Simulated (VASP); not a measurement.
Input of a VASP 6.6.1 run:

Contents of INCAR:

```
SYSTEM = Cu
ALGO = Normal
EDIFF = 1E-8
ENCUT = 600
IBRION = 6
ISIF = 3
ISMEAR = -1
LASPH = .True.
LCHARG = .False.
LREAL = .False.
LWAVE = .False.
NELM = 60
NFREE = 2
NSW = 1
POTIM = 0.015
PREC = Accurate
SIGMA = 0.1
```

KPOINTS

```
k-points
0
Gamma
  26 26 26
  0 0 0
```

Contents of POSCAR:

```
Cu
1.0
    0.0000000000      1.7530912390      1.7530912390
    1.7530912390      0.0000000000      1.7530912390
    1.7530912390      1.7530912390      0.0000000000
Cu
1
Direct
    0.0000000000      0.0000000000      0.0000000000
```

Potentials or basis: VASP PAW LDA potentials, release 64 (Cu).

Run with:

```sh
$ cat potpaw_LDA.64/Cu/POTCAR > POTCAR
$ mpirun -np 1 vasp_std > vasp.out
```

(1) Estimate the elastic constants C11, C12, C44.

(2) What does it give for the Voigt bulk modulus?

Results:

(1) 242, 172, 107 GPa.

(2) 195 GPa.

Caveat: the cell is under stress, which shifts elastic constants.
